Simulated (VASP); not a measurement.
# Sb in VASP: a series of runs, part 2 of 2

VASP 6.6.1. The steps go on from the part before.

**3. Electric field gradients, r2SCAN (xy shear strain of +3 %)**

POSCAR reads:

```
Sb
1.0
   -1.8432707730      1.8432707730      1.8713408863
    1.8432707730     -1.8432707730      1.8713408863
    1.8994109996      1.8994109996     -1.8713408863
Sb
1
Direct
    0.0000000000      0.0000000000      0.0000000000
```

INCAR.step1 reads:

```
SYSTEM = Sb
ALGO = Normal
EDIFF = 1E-4
ENCUT = 520
GGA = PE
ISMEAR = -1
LASPH = .True.
LCHARG = .False.
LREAL = .False.
LWAVE = .True.
NBANDS = 8
NELM = 100
PREC = Accurate
SIGMA = 0.08
```

INCAR.step2 reads:

```
SYSTEM = Sb
ALGO = Normal
EDIFF = 1E-8
ENCUT = 520
ISIF = 2
ISMEAR = -1
ISTART = 1
LASPH = .True.
LCHARG = .False.
LEFG = .True.
LMIXTAU = .True.
LREAL = .False.
LWAVE = .False.
METAGGA = R2SCAN
NBANDS = 8
NELM = 100
PREC = Accurate
SIGMA = 0.08
```

KPOINTS reads:

```
k-points
0
Gamma
  12 12 12
  0 0 0
```

Potentials or basis: VASP PAW PBE potentials, release 64 (Sb).

Command:

```bash
> cat potpaw_PBE.64/Sb/POTCAR > POTCAR
> cp INCAR.step1 INCAR
> mpirun -np 1 vasp_std > vasp.out
> cp INCAR.step2 INCAR
> mpirun -np 1 vasp_std > vasp.out
```

OUTCAR:

```text
SYSTEM = Sb
   EDIFF = 1E-8
   ENCUT = 520
   ISIF = 2
   ISMEAR = -1
   ISTART = 1
   LASPH = .True.
   LREAL = .False.
   METAGGA = R2SCAN
   NELM = 100
   PREC = Accurate

 ion  position               nearest neighbor table
   1  0.000  0.000  0.000-

  LATTYP: Found a face centered orthorhombic cell.
 ALAT       =     3.7426817726
 B/A-ratio  =     1.3930003589
 C/A-ratio  =     1.4354267658

  Lattice vectors:

 A1 = (   3.7426817726,   0.0561402266,   0.0000000000)
 A2 = (   1.8994109996,   1.8994109996,   1.8713408863)
 A3 = (   1.8432707730,  -1.8432707730,   1.8713408863)

Analysis of symmetry for initial positions (statically):
=====================================================================
 Subroutine PRICEL returns:
 Original cell was already a primitive cell.

 Routine SETGRP: Setting up the symmetry group for a
 face centered orthorhombic supercell.

 Subroutine GETGRP returns: Found  8 space group operations
 (whereof  8 operations were pure point group operations)
 out of a pool of  8 trial point group operations.

The static configuration has the point symmetry D_2h.

Analysis of symmetry for dynamics (positions and initial velocities):
=====================================================================
 Subroutine PRICEL returns:
 Original cell was already a primitive cell.

 Routine SETGRP: Setting up the symmetry group for a
 face centered orthorhombic supercell.

 Subroutine GETGRP returns: Found  8 space group operations
 (whereof  8 operations were pure point group operations)
 out of a pool of  8 trial point group operations.

The dynamic configuration has the point symmetry D_2h.

 Subroutine INISYM returns: Found  8 space group operations
 (whereof  8 operations are pure point group operations),
 and found     1 'primitive' translations

----------------------------------------------------------------------------------------

                                     Primitive cell

  volume of cell :      26.2072

  direct lattice vectors                    reciprocal lattice vectors
    -1.843270773  1.843270773  1.871340886    -0.004008723  0.267248222  0.267188092
     1.843270773 -1.843270773  1.871340886     0.267248222 -0.004008723  0.267188092
     1.899411000  1.899411000 -1.871340886     0.263239499  0.263239499  0.000000000

  length of vectors
     3.208926767  3.208926767  3.273750296     0.377924805  0.377924805  0.372276870

  position of ions in fractional coordinates (direct lattice)
     0.000000000  0.000000000  0.000000000

  ion indices of the primitive-cell ions
   primitive index   ion index
                 1           1

----------------------------------------------------------------------------------------

 KPOINTS: k-points

Automatic generation of k-mesh.
 Grid dimensions read from file:
 generate k-points for:   12   12   12

[... 67 lines left out ...]
   IBRION =     -1    ionic relax: 0-MD 1-quasi-New 2-CG
   NFREE  =      0    steps in history (QN), initial steepest desc. (CG)
   ISIF   =      2    stress and relaxation
   ISYM   =      2    0-nonsym 1-usesym 2-fastsym
   POTIM  = 0.5000    time-step for ionic-motion
   TEBEG  =    0.0;   TEEND  =   0.0 temperature during run
   PSTRESS=    0.0 pullay stress
   NELECT =       5.0000    total number of electrons
   NUPDOWN=      -1.0000    fix difference up-down
   EMIN   =  10.00;   EMAX   =-10.00  energy-range for DOS
   EFERMI =   0.00;   METHOD = LEGACY
   ISMEAR =    -1;   SIGMA  =   0.08  broadening in eV -4-tet -1-fermi 0-gaus
   EFERMI_NEDOS =   21; number of points for ismear=-14 and -15
   IALGO  =     38    algorithm
   IMIX   =      4    mixing-type and parameters
     AMIX     =   0.40;   BMIX     =  1.00
     AMIX_MAG =   1.60;   BMIX_MAG =  1.00
  volume/ion in A,a.u.               =      26.21       176.86
  Fermi-wavevector in a.u.,A,eV,Ry     =   0.942449  1.780970 12.084831  0.888210
  Thomas-Fermi vector in A             =   2.070059
   LORBIT       =      0    0 simple, 1 ext, 2 COOP (PROOUT), +10 PAW based schemes
   METAGGA = R2SCAN    functional components
   LHFCALC =     F    Hartree Fock is set to
   AEXX    =    0.0000 exact exchange contribution
   IVDW    =     0    specifies the selected vdW correction
   LEPSILON=     F    determine dielectric tensor
   LRPA    =     F    only Hartree local field effects (RPA)
 non-spin polarized calculation
  energy-cutoff  :      520.00
  volume of cell :       26.21
 maximum number of plane-waves:       719
   NGX = 11   NGY = 11   NGZ = 13

 number of electron       4.9999999 magnetization

 Free energy of the ion-electron system (eV)
  ---------------------------------------------------
  ext. energy  EPLUGINS =         0.00000000
  ---------------------------------------------------
  free energy    TOTEN  =       -25.35789909 eV

  energy without entropy =      -25.34740472  energy(sigma->0) =      -25.35265191

 E-fermi :   8.7572     XC(G=0): -10.9062

 val. band max:        8.7320461786   @ k =   0.5000   0.1667   0.1667
 cond. band min:       8.8025892042   @ k =  -0.1667   0.2500   0.1667
 fundamental gap:      0.0705430256
 Fermi energy:         8.7571852502

 k-point     1 :       0.0000    0.0000    0.0000
  band No.  band energies     occupation
      1      -4.9402      2.00000
      2      14.4550      0.00000
      3      14.7548      0.00000
      4      15.0110      0.00000
      5      19.6756      0.00000
      6      19.7007      0.00000
      7      19.9521      0.00000
      8      21.2661      0.00000
[... 243 lines left out ...]
 k-point    24 :      -0.4167    0.1667   -0.0000
  band No.  band energies     occupation
      1      -1.9726      2.00000
      2       6.0324      2.00000
      3       9.0896      0.03087
      4      11.9820      0.00000
      5      17.0426      0.00000
      6      18.9109      0.00000
      7      21.2373      0.00000
      8      23.5978      0.00000

 [... further k-points ...]

------------------------ aborting loop because EDIFF is reached ----------------------------------------

  FORCE on cell =-STRESS in cart. coord.  units (eV):
  Direction    XX          YY          ZZ          XY          YZ          ZX
  --------------------------------------------------------------------------------------
  -------------------------------------------------------------------------------------
  Total        0.2969784      0.2969784      0.3206469     -0.1122529      0.0000000      0.0000000
  in kB       18.1557582     18.1557582     19.6027320     -6.8625740      0.0000000      0.0000000
  external PRESSURE =      18.6380828 kB  Pullay stress =       0.0000000 kB

 VOLUME and BASIS-vectors are now :
 -----------------------------------------------------------------------------
  energy-cutoff  :      520.00
  volume of cell :       26.21
      direct lattice vectors                 reciprocal lattice vectors
    -1.843270773  1.843270773  1.871340886    -0.004008723  0.267248222  0.267188092
     1.843270773 -1.843270773  1.871340886     0.267248222 -0.004008723  0.267188092
     1.899411000  1.899411000 -1.871340886     0.263239499  0.263239499  0.000000000

 POSITION                                       TOTAL-FORCE (eV/Angst)
 -----------------------------------------------------------------------------------
      0.00000      0.00000      0.00000         0.000000     -0.000000     -0.000000
 -----------------------------------------------------------------------------------
    total drift:                                0.000000     -0.000000      0.000000

  FREE ENERGIE OF THE ION-ELECTRON SYSTEM (eV)
  ---------------------------------------------------
  free  energy   TOTEN  =       -25.3578990940 eV

  energy  without entropy=      -25.3474047203  energy(sigma->0) =      -25.35265191

 Electric field gradients (V/A^2)
---------------------------------------------------------------------
 ion       V_xx      V_yy      V_zz      V_xy      V_xz      V_yz
---------------------------------------------------------------------
   1       1.453     1.453    -2.906     2.056    -0.000    -0.000
---------------------------------------------------------------------

 Electric field gradients after diagonalization (V/A^2)
 (convention: |V_zz| > |V_xx| > |V_yy|)
----------------------------------------------------------------------
 ion       V_xx      V_yy      V_zz     asymmetry (V_yy - V_xx)/ V_zz
----------------------------------------------------------------------
   1      -2.906    -0.603     3.509       0.656
----------------------------------------------------------------------

           NMR quadrupolar parameters

 Cq : quadrupolar parameter    Cq=e*Q*V_zz/h
 eta: asymmetry parameters     (V_yy - V_xx)/ V_zz
 Q  : nuclear electric quadrupole moment in mb (millibarn)
----------------------------------------------------------------------
 ion       Cq(MHz)       eta       Q (mb)
----------------------------------------------------------------------
   1       0.008       0.656       1.000
----------------------------------------------------------------------
```

OUTCAR.step1:

```text
SYSTEM = Sb
   EDIFF = 1E-4
   ENCUT = 520
   GGA = PE
   ISMEAR = -1
   LASPH = .True.
   LREAL = .False.
[... 481 lines left out ...]
 -----------------------------------------------------------------------------------
      0.00000      0.00000      0.00000         0.000000     -0.000000      0.000000
 -----------------------------------------------------------------------------------
    total drift:                                0.000000     -0.000000      0.000000

  FREE ENERGIE OF THE ION-ELECTRON SYSTEM (eV)
  ---------------------------------------------------
  free  energy   TOTEN  =        -3.9157391931 eV

  energy  without entropy=       -3.9048311002  energy(sigma->0) =       -3.91028515
```

OSZICAR.step1:

```text
N       E                     dE             d eps       ncg     rms          rms(c)
DAV:   1     0.461988671796E+01    0.46199E+01   -0.16447E+03  4512   0.408E+02
DAV:   2    -0.382794567971E+01   -0.84478E+01   -0.80592E+01  6424   0.517E+01
DAV:   3    -0.391826697618E+01   -0.90321E-01   -0.90139E-01  5424   0.593E+00
DAV:   4    -0.391852804920E+01   -0.26107E-03   -0.26107E-03  6704   0.393E-01
DAV:   5    -0.391852865134E+01   -0.60214E-06   -0.60212E-06  5768   0.124E-02    0.183E+00
DAV:   6    -0.391665968031E+01    0.18690E-02   -0.16485E-03  5512   0.218E-01    0.106E+00
DAV:   7    -0.391571885648E+01    0.94082E-03   -0.36152E-03  5376   0.320E-01    0.595E-02
DAV:   8    -0.391573919313E+01   -0.20337E-04   -0.58597E-05  5536   0.577E-02
   1 F= -.39157392E+01 E0= -.39102851E+01  d E =-.109081E-01
```

Run time: 3.2 min. Hardware: 1 thread of Intel Xeon 8259CL, shared host; peak memory 0.19 GiB.

Results:

- Free energy: -25.3579 eV
- Pressure: 1.9 GPa
- Band gap on the k mesh: zero (an odd number of electrons rules out a gap without spin polarisation)
- Largest electric field gradient by atom: Sb +3.5 V/Å²

Levels at points of the mesh, in eV from the Fermi level:
```tsv
k point	band 1	band 2	band 3	band 4	band 5	band 6	band 7
(0.00, 0.00, 0.00)	-13.70	5.70	6.00	6.25	10.92	10.94	11.19
(0.50, 0.00, 0.00)	-9.22	-6.08	1.71	4.17	6.89	7.49	14.93
(0.50, 0.50, 0.00)	-8.97	-6.03	1.50	4.02	6.86	7.21	14.58
(0.00, 0.00, 0.50)	-9.46	-6.12	1.99	4.23	7.33	7.35	15.30
(0.50, 0.50, 0.50)	-5.48	-2.45	-2.28	-2.10	3.29	3.30	18.18
```

Electric field gradients, principal values (V/Å²):
```
atom   least  middle  greatest (by size)
1 Sb  -0.603  -2.906               3.509
```

Caveat: the cell differs from its parent crystal (xy shear strain of +3 %); without QUAD_EFG the Cq values of the log hold for a quadrupole moment of 1 mb, not for the nuclei; the PAW data sets were made with another functional, which shifts forces and pressure a little; spin-orbit coupling is left out, which moves the levels of the heavy elements.

**4. Electric field gradients, r2SCAN (xy shear strain of +3 %)**

POSCAR is that of step 3.

INCAR.step1 reads:

```
PREC = Accurate
ENCUT = 520
ISMEAR = -1
SIGMA = 0.08
LREAL = F
LASPH = T
NELM = 80
NBANDS = 8
GGA = PE
ALGO = Normal
EDIFF = 1E-4
LWAVE = T
LCHARG = F
```

INCAR.step2 reads:

```
PREC = Accurate
ENCUT = 520
EDIFF = 1E-8
ISMEAR = -1
SIGMA = 0.08
LREAL = F
LASPH = T
NELM = 80
ALGO = Normal
ISIF = 2
LWAVE = F
LCHARG = F
METAGGA = R2SCAN
LMIXTAU = T
LEFG = T
NBANDS = 8
ISTART = 1
```

KPOINTS reads:

```
Automatic mesh
0
Gamma
  12 12 12
```

Potentials or basis: VASP PAW PBE potentials, release 64 (Sb).

Command:

```bash
> cat potpaw_PBE.64/Sb/POTCAR > POTCAR
> cp INCAR.step1 INCAR
> mpirun -np 1 vasp_std > vasp.out
> cp INCAR.step2 INCAR
> mpirun -np 1 vasp_std > vasp.out
```

OUTCAR:

```text
PREC = Accurate
   ENCUT = 520
   EDIFF = 1E-8
   ISMEAR = -1
   LREAL = F
   LASPH = T
   NELM = 80
   ISIF = 2
   METAGGA = R2SCAN
   ISTART = 1

 ion  position               nearest neighbor table
   1  0.000  0.000  0.000-

  LATTYP: Found a face centered orthorhombic cell.
 ALAT       =     3.7426817726
 B/A-ratio  =     1.3930003589
 C/A-ratio  =     1.4354267658

  Lattice vectors:

 A1 = (   3.7426817726,   0.0561402266,   0.0000000000)
 A2 = (   1.8994109996,   1.8994109996,   1.8713408863)
 A3 = (   1.8432707730,  -1.8432707730,   1.8713408863)

Analysis of symmetry for initial positions (statically):
[... 450 lines left out ...]
  in kB       18.1557582     18.1557582     19.6027320     -6.8625740      0.0000000      0.0000000
  external PRESSURE =      18.6380828 kB  Pullay stress =       0.0000000 kB

 VOLUME and BASIS-vectors are now :
 -----------------------------------------------------------------------------
  energy-cutoff  :      520.00
  volume of cell :       26.21
      direct lattice vectors                 reciprocal lattice vectors
    -1.843270773  1.843270773  1.871340886    -0.004008723  0.267248222  0.267188092
     1.843270773 -1.843270773  1.871340886     0.267248222 -0.004008723  0.267188092
     1.899411000  1.899411000 -1.871340886     0.263239499  0.263239499  0.000000000

 POSITION                                       TOTAL-FORCE (eV/Angst)
 -----------------------------------------------------------------------------------
      0.00000      0.00000      0.00000         0.000000     -0.000000     -0.000000
 -----------------------------------------------------------------------------------
    total drift:                                0.000000     -0.000000      0.000000

  FREE ENERGIE OF THE ION-ELECTRON SYSTEM (eV)
  ---------------------------------------------------
  free  energy   TOTEN  =       -25.3578990940 eV

  energy  without entropy=      -25.3474047203  energy(sigma->0) =      -25.35265191

 Electric field gradients (V/A^2)
---------------------------------------------------------------------
 ion       V_xx      V_yy      V_zz      V_xy      V_xz      V_yz
---------------------------------------------------------------------
   1       1.453     1.453    -2.906     2.056    -0.000    -0.000
---------------------------------------------------------------------

 Electric field gradients after diagonalization (V/A^2)
 (convention: |V_zz| > |V_xx| > |V_yy|)
----------------------------------------------------------------------
 ion       V_xx      V_yy      V_zz     asymmetry (V_yy - V_xx)/ V_zz
----------------------------------------------------------------------
   1      -2.906    -0.603     3.509       0.656
----------------------------------------------------------------------

           NMR quadrupolar parameters

 Cq : quadrupolar parameter    Cq=e*Q*V_zz/h
 eta: asymmetry parameters     (V_yy - V_xx)/ V_zz
 Q  : nuclear electric quadrupole moment in mb (millibarn)
----------------------------------------------------------------------
 ion       Cq(MHz)       eta       Q (mb)
----------------------------------------------------------------------
   1       0.008       0.656       1.000
----------------------------------------------------------------------
```

OUTCAR.step1:

```text
PREC = Accurate
   ENCUT = 520
   ISMEAR = -1
   LREAL = F
   LASPH = T
   NELM = 80
[... 479 lines left out ...]

 POSITION                                       TOTAL-FORCE (eV/Angst)
 -----------------------------------------------------------------------------------
      0.00000      0.00000      0.00000         0.000000     -0.000000      0.000000
 -----------------------------------------------------------------------------------
    total drift:                                0.000000     -0.000000      0.000000

  FREE ENERGIE OF THE ION-ELECTRON SYSTEM (eV)
  ---------------------------------------------------
  free  energy   TOTEN  =        -3.9157391931 eV

  energy  without entropy=       -3.9048311002  energy(sigma->0) =       -3.91028515
```

OSZICAR.step1:

```text
N       E                     dE             d eps       ncg     rms          rms(c)
DAV:   1     0.461988671796E+01    0.46199E+01   -0.16447E+03  4512   0.408E+02
DAV:   2    -0.382794567971E+01   -0.84478E+01   -0.80592E+01  6424   0.517E+01
DAV:   3    -0.391826697618E+01   -0.90321E-01   -0.90139E-01  5424   0.593E+00
DAV:   4    -0.391852804920E+01   -0.26107E-03   -0.26107E-03  6704   0.393E-01
DAV:   5    -0.391852865134E+01   -0.60214E-06   -0.60212E-06  5768   0.124E-02    0.183E+00
DAV:   6    -0.391665968031E+01    0.18690E-02   -0.16485E-03  5512   0.218E-01    0.106E+00
DAV:   7    -0.391571885648E+01    0.94082E-03   -0.36152E-03  5376   0.320E-01    0.595E-02
DAV:   8    -0.391573919313E+01   -0.20337E-04   -0.58597E-05  5536   0.577E-02
   1 F= -.39157392E+01 E0= -.39102851E+01  d E =-.109081E-01
```

Run time: 2.6 min. Hardware: 1 thread of Intel Xeon 8259CL, shared host; peak memory 0.19 GiB.

What came out:

* Free energy: -25.3579 eV
* Pressure: 1.9 GPa
* Band gap on the k mesh: zero (an odd number of electrons rules out a gap without spin polarisation)
* Largest electric field gradient by atom: Sb +3.5 V/Å²

Levels at points of the mesh, in eV from the Fermi level:
| k point | band 1 | band 2 | band 3 | band 4 | band 5 | band 6 |
| --- | --- | --- | --- | --- | --- | --- |
| (0.00, 0.00, 0.00) | -13.70 | 5.70 | 6.00 | 6.25 | 10.92 | 10.94 |
| (0.50, 0.00, 0.00) | -9.22 | -6.08 | 1.71 | 4.17 | 6.89 | 7.49 |
| (0.50, 0.50, 0.00) | -8.97 | -6.03 | 1.50 | 4.02 | 6.86 | 7.21 |
| (0.00, 0.00, 0.50) | -9.46 | -6.12 | 1.99 | 4.23 | 7.33 | 7.35 |
| (0.50, 0.50, 0.50) | -5.48 | -2.45 | -2.28 | -2.10 | 3.29 | 3.30 |

Electric field gradients, principal values (V/Å²):
```
atom   least  middle  greatest (by size)
1 Sb  -0.603  -2.906               3.509
```

Caveat: the cell differs from its parent crystal (xy shear strain of +3 %); without QUAD_EFG the Cq values of the log hold for a quadrupole moment of 1 mb, not for the nuclei; the PAW data sets were made with another functional, which shifts forces and pressure a little; spin-orbit coupling is left out, which moves the levels of the heavy elements.
